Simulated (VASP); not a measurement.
# CsRuSe3 (Pm-3m) in VASP: density of states with PBE

Aim: the density of states of CsRuSe3 with PBE.

All numbers are computed with VASP 6.6.1; they aren't measurements. Logs are shortened: lines on timing, memory, paths and dates and some standing lists are left out, and cuts for length are marked.

## (1) The cell of the first run

It takes space group Pm-3m (No. 221, cubic). The conventional cell has a = 5.107 Å, b = 5.107 Å, c = 5.107 Å, α = 90.00°, β = 90.00°, γ = 90.00°. Cs (site symmetry m-3m) has 12 Se at 3.61 Å and 8 Ru at 4.42 Å within 4.7 Å. Ru (site symmetry m-3m) has 6 Se at 2.55 Å within 3.4 Å. Se (site symmetry 4/mmm) has 2 Ru at 2.55 Å within 3.4 Å.

## (2) Density of states, PBE, collinear spin, ferromagnetic start

Input file POSCAR:

```
CsRuSe3
1.0
    5.1065377771      0.0000000000      0.0000000000
    0.0000000000      5.1065377771      0.0000000000
    0.0000000000      0.0000000000      5.1065377771
Cs Ru Se
1 1 3
Direct
    0.5000000000      0.5000000000      0.5000000000
    0.0000000000      0.0000000000      0.0000000000
    0.5000000000      0.0000000000      0.0000000000
    0.0000000000      0.5000000000      0.0000000000
    0.0000000000      0.0000000000      0.5000000000
```

Input file INCAR.step1:

```
SYSTEM = CsRuSe3
PREC = Accurate
ENCUT = 520
EDIFF = 1E-6
ISMEAR = 0
SIGMA = 0.1
LREAL = .False.
LASPH = .True.
NELM = 150
ALGO = Normal
ISIF = 2
LWAVE = .False.
LCHARG = .True.
ISPIN = 2
MAGMOM = 0 1.68 0.27 0.27 0.27
LMAXMIX = 4
GGA = PE
NBANDS = 32
```

Input file KPOINTS.step1:

```
regular mesh
0
Gamma
  8 8 8
  0 0 0
```

Input file INCAR.step2:

```
SYSTEM = CsRuSe3
PREC = Accurate
ENCUT = 520
EDIFF = 1E-6
ISMEAR = -5
SIGMA = 0.1
LREAL = .False.
LASPH = .True.
NELM = 150
ALGO = Normal
ISIF = 2
LWAVE = .False.
LCHARG = .False.
ISPIN = 2
MAGMOM = 0 1.68 0.27 0.27 0.27
LORBIT = 10
LMAXMIX = 4
GGA = PE
NEDOS = 1001
ICHARG = 11
```

Input file KPOINTS.step2:

```
regular mesh
0
Gamma
  12 12 12
  0 0 0
```

Potentials or basis: VASP PAW PBE potentials, release 64 (Cs_sv, Ru_pv, Se).

On the command line:

```bash
> cat potpaw_PBE.64/Cs_sv/POTCAR potpaw_PBE.64/Ru_pv/POTCAR potpaw_PBE.64/Se/POTCAR > POTCAR
> cp INCAR.step1 INCAR
> cp KPOINTS.step1 KPOINTS
> mpirun -np 1 vasp_std > vasp.out
> cp INCAR.step2 INCAR
> cp KPOINTS.step2 KPOINTS
> mpirun -np 1 vasp_std > vasp.out
```

OUTCAR:

```text
SYSTEM = CsRuSe3
   PREC = Accurate
   ENCUT = 520
   EDIFF = 1E-6
   ISMEAR = -5
   LREAL = .False.
   LASPH = .True.
   NELM = 150
   ISIF = 2
   ISPIN = 2
   LORBIT = 10
   GGA = PE
   ICHARG = 11

 ion  position               nearest neighbor table
   1  0.500  0.500  0.500-
   2  0.000  0.000  0.000-   3 2.55   4 2.55   5 2.55   5 2.55   4 2.55   3 2.55
   3  0.500  0.000  0.000-   2 2.55   2 2.55
   4  0.000  0.500  0.000-   2 2.55   2 2.55
   5  0.000  0.000  0.500-   2 2.55   2 2.55

  LATTYP: Found a simple cubic cell.
 ALAT       =     5.1065377771

  Lattice vectors:

 A1 = (   5.1065377771,   0.0000000000,   0.0000000000)
 A2 = (   0.0000000000,   5.1065377771,   0.0000000000)
 A3 = (   0.0000000000,   0.0000000000,   5.1065377771)

Analysis of symmetry for initial positions (statically):
=====================================================================
 Subroutine PRICEL returns:
 Original cell was already a primitive cell.

 Routine SETGRP: Setting up the symmetry group for a
 simple cubic supercell.

 Subroutine GETGRP returns: Found 48 space group operations
 (whereof 48 operations were pure point group operations)
 out of a pool of 48 trial point group operations.

The static configuration has the point symmetry O_h .

Analysis of symmetry for dynamics (positions and initial velocities):
=====================================================================
 Subroutine PRICEL returns:
 Original cell was already a primitive cell.

 Routine SETGRP: Setting up the symmetry group for a
 simple cubic supercell.

 Subroutine GETGRP returns: Found 48 space group operations
 (whereof 48 operations were pure point group operations)
 out of a pool of 48 trial point group operations.

The dynamic configuration has the point symmetry O_h .

Analysis of structural, dynamic, and magnetic symmetry:
=====================================================================
 Subroutine PRICEL returns:
 Original cell was already a primitive cell.

 Routine SETGRP: Setting up the symmetry group for a
 simple cubic supercell.

 Subroutine GETGRP returns: Found 48 space group operations
 (whereof 48 operations were pure point group operations)
 out of a pool of 48 trial point group operations.

The overall configuration has the point symmetry O_h .

 Subroutine INISYM returns: Found 48 space group operations
 (whereof 48 operations are pure point group operations),
 and found     1 'primitive' translations

----------------------------------------------------------------------------------------

                                     Primitive cell

  volume of cell :     133.1618

  direct lattice vectors                    reciprocal lattice vectors
     5.106537777  0.000000000  0.000000000     0.195827397  0.000000000  0.000000000
     0.000000000  5.106537777  0.000000000     0.000000000  0.195827397  0.000000000
     0.000000000  0.000000000  5.106537777     0.000000000  0.000000000  0.195827397

  length of vectors
     5.106537777  5.106537777  5.106537777     0.195827397  0.195827397  0.195827397

  position of ions in fractional coordinates (direct lattice)
     0.500000000  0.500000000  0.500000000
     0.000000000  0.000000000  0.000000000
     0.500000000  0.000000000  0.000000000
     0.000000000  0.500000000  0.000000000
     0.000000000  0.000000000  0.500000000

  ion indices of the primitive-cell ions
   primitive index   ion index
                 1           1
                 2           2
                 3           3
                 4           4
                 5           5

----------------------------------------------------------------------------------------

 KPOINTS: regular mesh

Automatic generation of k-mesh.
 Grid dimensions read from file:
 generate k-points for:   12   12   12

 Generating k-lattice:

  Cartesian coordinates                     Fractional coordinates (reciprocal lattice)
     0.016318950  0.000000000  0.000000000     0.083333333  0.000000000  0.000000000
     0.000000000  0.016318950  0.000000000     0.000000000  0.083333333  0.000000000
     0.000000000  0.000000000  0.016318950     0.000000000  0.000000000  0.083333333

  Length of vectors
     0.016318950  0.016318950  0.016318950

  Shift w.r.t. Gamma in fractional coordinates (k-lattice)
     0.000000000  0.000000000  0.000000000

 TETIRR: Found    854 inequivalent tetrahedra from    10368

 Subroutine IBZKPT returns following result:
 ===========================================

 Found     84 irreducible k-points:

 Following reciprocal coordinates:
            Coordinates               Weight
  0.000000  0.000000  0.000000      1.000000
  0.083333  0.000000  0.000000      6.000000
  0.166667  0.000000  0.000000      6.000000
  0.250000  0.000000  0.000000      6.000000
  0.333333  0.000000  0.000000      6.000000
  0.416667  0.000000  0.000000      6.000000
[... 16 lines left out ...]
  0.333333  0.333333  0.000000     12.000000
  0.416667  0.333333  0.000000     24.000000
 [... further k-points ...]
   k-points           NKPTS =     84   k-points in BZ     NKDIM =     84   number of bands    NBANDS=     25
   number of dos      NEDOS =   1001   number of ions     NIONS =      5
   total plane-waves  NPLWV =  64000
   dimension x,y,z NGX =    40 NGY =   40 NGZ =   40
   dimension x,y,z NGXF=    80 NGYF=   80 NGZF=   80
   ions per type =               1   1   3
   NGX,Y,Z   is equivalent  to a cutoff of  13.02, 13.02, 13.02 a.u.
   NGXF,Y,Z  is equivalent  to a cutoff of  26.04, 26.04, 26.04 a.u.
 SYSTEM =  CsRuSe3
   PREC   = accura    normal or accurate (medium, high low for compatibility)
   ISTART =      0    job   : 0-new  1-cont  2-samecut
   ICHARG =     11    charge: 1-file 2-atom 10-const
   ISPIN  =      2    spin polarized calculation?
   LNONCOLLINEAR =      F non collinear calculations
   LSORBIT =      F    spin-orbit coupling
   LASPH  =      T    aspherical Exc in radial PAW
   ENCUT  =  520.0 eV  38.22 Ry    6.18 a.u.   9.49  9.49  9.49*2*pi/ulx,y,z
   NELM   =    150;   NELMIN=  2; NELMDL=  0     # of ELM steps
   EDIFF  = 0.1E-05   stopping-criterion for ELM
   LREAL  =      F    real-space projection
   EDIFFG = 0.1E-04   stopping-criterion for IOM
   NSW    =      0    number of steps for IOM
   IBRION =     -1    ionic relax: 0-MD 1-quasi-New 2-CG
   NFREE  =      0    steps in history (QN), initial steepest desc. (CG)
   ISIF   =      2    stress and relaxation
   ISYM   =      2    0-nonsym 1-usesym 2-fastsym
   POTIM  = 0.5000    time-step for ionic-motion
   TEBEG  =    0.0;   TEEND  =   0.0 temperature during run
   PSTRESS=    0.0 pullay stress
   NELECT =      41.0000    total number of electrons
   NUPDOWN=      -1.0000    fix difference up-down
   EMIN   =  10.00;   EMAX   =-10.00  energy-range for DOS
   EFERMI =   0.00;   METHOD = LEGACY
   ISMEAR =    -5;   SIGMA  =   0.10  broadening in eV -4-tet -1-fermi 0-gaus
   EFERMI_NEDOS =   21; number of points for ismear=-14 and -15
   IALGO  =     38    algorithm
   IMIX   =      4    mixing-type and parameters
     AMIX     =   0.40;   BMIX     =  1.00
     AMIX_MAG =   1.60;   BMIX_MAG =  1.00
  volume/ion in A,a.u.               =      26.63       179.72
  Fermi-wavevector in a.u.,A,eV,Ry     =   1.105460  2.089016 16.626878  1.222041
  Thomas-Fermi vector in A             =   2.241947
   LORBIT       =     10    0 simple, 1 ext, 2 COOP (PROOUT), +10 PAW based schemes
   GGA     = PE    functional components
   LHFCALC =     F    Hartree Fock is set to
   AEXX    =    0.0000 exact exchange contribution
   IVDW    =     0    specifies the selected vdW correction
   LEPSILON=     F    determine dielectric tensor
   LRPA    =     F    only Hartree local field effects (RPA)
 spin polarized calculation
 Fermi weights with tetrahedron method with Bloechl corrections
  energy-cutoff  :      520.00
  volume of cell :      133.16
 maximum number of plane-waves:      3695
 NGX is ok and might be reduce to    40

 number of electron      41.0000013 magnetization       2.9757315

 Free energy of the ion-electron system (eV)
  ---------------------------------------------------
  ext. energy  EPLUGINS =         0.00000000
  ---------------------------------------------------
  free energy    TOTEN  =       -21.14485456 eV

  energy without entropy =      -21.14485456  energy(sigma->0) =      -21.14485456

 E-fermi :   3.2141     XC(G=0):  -9.5738

 val. band max:        3.2444409842   @ k =   0.5000   0.1667   0.0000
 cond. band min:       3.1690613079   @ k =   0.1667   0.1667   0.0833
 fundamental gap:     -0.0753796763
 Fermi energy:         3.2141432033

 spin component 1

 k-point     1 :       0.0000    0.0000    0.0000
  band No.  band energies     occupation
      1     -40.2897      1.00000
      2     -40.2897      1.00000
      3     -40.2897      1.00000
      4     -17.1427      1.00000
      5     -10.0542      1.00000
      6      -8.9180      1.00000
[... 661 lines left out ...]
     24       6.3117      0.00000
     25       9.1797      0.00000

 [... further k-points ...]

 spin component 2

 k-point     1 :       0.0000    0.0000    0.0000
  band No.  band energies     occupation
      1     -39.0323      1.00000
      2     -39.0323      1.00000
      3     -39.0323      1.00000
      4     -17.1192      1.00000
      5      -9.7583      1.00000
      6      -8.5893      1.00000
[... 661 lines left out ...]
     24       6.8662      0.00000
     25       9.3944      0.00000

 [... further k-points ...]

------------------------ aborting loop because EDIFF is reached ----------------------------------------

  FORCE on cell =-STRESS in cart. coord.  units (eV):
  Direction    XX          YY          ZZ          XY          YZ          ZX
  --------------------------------------------------------------------------------------
  -------------------------------------------------------------------------------------
  Total        0.6131639      0.6131639      0.6131639      0.0000000     -0.0000000      0.0000000
  in kB        7.3774711      7.3774711      7.3774711      0.0000000     -0.0000000      0.0000000
  external PRESSURE =       7.3774711 kB  Pullay stress =       0.0000000 kB

 VOLUME and BASIS-vectors are now :
 -----------------------------------------------------------------------------
  energy-cutoff  :      520.00
  volume of cell :      133.16
      direct lattice vectors                 reciprocal lattice vectors
     5.106537777  0.000000000  0.000000000     0.195827397  0.000000000  0.000000000
     0.000000000  5.106537777  0.000000000     0.000000000  0.195827397  0.000000000
     0.000000000  0.000000000  5.106537777     0.000000000  0.000000000  0.195827397

 POSITION                                       TOTAL-FORCE (eV/Angst)
 -----------------------------------------------------------------------------------
      2.55327      2.55327      2.55327         0.000000      0.000000      0.000000
      0.00000      0.00000      0.00000         0.000000      0.000000      0.000000
      2.55327      0.00000      0.00000         0.000000      0.000000      0.000000
      0.00000      2.55327      0.00000         0.000000      0.000000      0.000000
      0.00000      0.00000      2.55327         0.000000      0.000000      0.000000
 -----------------------------------------------------------------------------------
    total drift:                                0.000000      0.000000     -0.000000

  FREE ENERGIE OF THE ION-ELECTRON SYSTEM (eV)
  ---------------------------------------------------
  free  energy   TOTEN  =       -21.1448545595 eV

  energy  without entropy=      -21.1448545595  energy(sigma->0) =      -21.14485456

 total charge

# of ion       s       p       d       tot
------------------------------------------
    1        1.838   4.694   0.058   6.590
    2        0.274   6.183   5.948  12.405
    3        1.474   2.260   0.032   3.766
    4        1.474   2.260   0.032   3.766
    5        1.474   2.260   0.032   3.766
--------------------------------------------------
tot          6.533  17.658   6.103  30.294

 magnetization (x)

# of ion       s       p       d       tot
------------------------------------------
    1        0.003   0.018   0.008   0.029
    2        0.021   0.008   1.611   1.640
    3        0.013   0.246   0.003   0.262
    4        0.013   0.246   0.003   0.262
    5        0.013   0.246   0.003   0.262
--------------------------------------------------
tot          0.062   0.763   1.628   2.453
```

Wall time 8.6 min (1 thread of Intel Xeon Platinum 8259CL at 2.50GHz (Skylake/Cascade Lake), shared host); peak memory 0.61 GiB.

Results:

| Quantity | Value |
| --- | --- |
| Net moment | 2.98 μB per cell |
| Site moments | Cs +0.03; Ru +1.64; Se +0.26 μB |
| Valence electrons inside the program's atomic spheres | Cs 6.59; Ru 12.40; Se 3.77 |

Levels at points of the mesh, in eV from the Fermi level:
Spin up:
| k point | band 20 | band 21 | band 22 | band 23 | band 24 | band 25 |
| --- | --- | --- | --- | --- | --- | --- |
| (0.00, 0.00, 0.00) | -1.08 | -1.08 | -0.07 | -0.07 | -0.07 | 3.37 |
| (0.50, 0.00, 0.00) | -0.65 | -0.65 | -0.01 | -0.01 | 0.58 | 5.84 |
| (0.50, 0.50, 0.00) | -0.57 | -0.25 | -0.25 | 0.16 | 4.11 | 6.53 |
| (0.50, 0.50, 0.50) | 0.23 | 0.23 | 0.23 | 4.15 | 4.15 | 5.16 |
Spin down:
```
           k point  band 17  band 18  band 19  band 20  band 21  band 22
(0.00, 0.00, 0.00)    -0.65    -0.65    -0.65    -0.48    -0.48     0.24
(0.50, 0.00, 0.00)    -1.28    -1.27    -0.46    -0.33    -0.33     0.89
(0.50, 0.50, 0.00)    -0.95    -0.95     0.23     0.52     0.62     0.70
(0.50, 0.50, 0.50)     0.70     0.70     0.70     0.86     0.86     0.86
```

Caveat: spin-orbit coupling is left out, which moves the levels of the heavy elements; tetrahedron occupations give inexact forces and stress in metals.
